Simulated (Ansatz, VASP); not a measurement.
## ZrTi2C3: VASP beside Ansatz

File INCAR:

```
  ALGO = Normal
  EDIFF = 1E-7
  ENCUT = 520
  GGA = PE
  ISIF = 2
  ISMEAR = 0
  LASPH = True
  LCHARG = False
  LREAL = False
  LWAVE = False
  NBANDS = 33
  NELM = 60
  PREC = Accurate
  SIGMA = 0.1
```

KPOINTS

```
k-points
0
Gamma
  6 6 2
```

Contents of POSCAR:

```
ZrTi2C3
1.0
    3.4069280400      0.0000000000      0.0000000000
   -1.7034640200      2.9504862300      0.0000000000
    0.0000000000      0.0000000000      8.3452352900
Zr Ti C
1 2 3
Direct
    0.0000000000      0.0000000000      0.5000000000
    0.3333333300      0.6666666700      0.1666666700
    0.6666666700      0.3333333300      0.8333333300
    0.3333333300      0.6666666700      0.6666666700
    0.6666666700      0.3333333300      0.3333333300
    0.0000000000      0.0000000000      0.0000000000
```

Input for Ansatz:

```yaml
crystal:
  lattice:
    - [3.40692804, 0.0, 0.0]
    - [-1.70346402, 2.95048623, 0.0]
    - [0.0, 0.0, 8.34523529]
  atoms:
    - { symbol: Zr, position: [0.0, 0.0, 0.5] }
    - { symbol: Ti, position: [0.33333333, 0.66666667, 0.16666667] }
    - { symbol: Ti, position: [0.66666667, 0.33333333, 0.83333333] }
    - { symbol: C, position: [0.33333333, 0.66666667, 0.66666667] }
    - { symbol: C, position: [0.66666667, 0.33333333, 0.33333333] }
    - { symbol: C, position: [0.0, 0.0, 0.0] }
basis:
  ecutwfc: 420
kpoints:
  mp_grid: { grid: [6, 6, 2] }
hamiltonian:
  xc: pbe
scf:
  occupations: { method: gaussian, width: 0.1 }
  lower_state_search: "off"
output:
  forces: true
  stress: true
  eigenvalues: true
```

Alike in both runs: task single point; functional PBE; k mesh 6 × 6 × 2; occupations gaussian, width 0.1 eV; no spin polarisation.

|  | VASP | Ansatz |
| --- | --- | --- |
| version | VASP 6.6.1 | Ansatz 0.2.0 |
| potentials or method | VASP PAW PBE potentials, release 64 (Zr_sv, Ti_sv, C), cutoff 520 eV | scalar-relativistic, plane waves, PAW |
| valence electrons in the cell | 48 | 48 |

```tsv
	VASP	Ansatz	Ansatz less VASP
gap on the k mesh at the Fermi level (eV)	none	none	-
rms of the force components (eV/Å)	0.306	0.306	0.0000
```

Atom by atom the forces differ by 0.000 eV/Å (rms over components). A gap of «none» marks a metal or a gap that the smearing closes.

The k mesh is coarse, so the values compare programs but aren't converged.
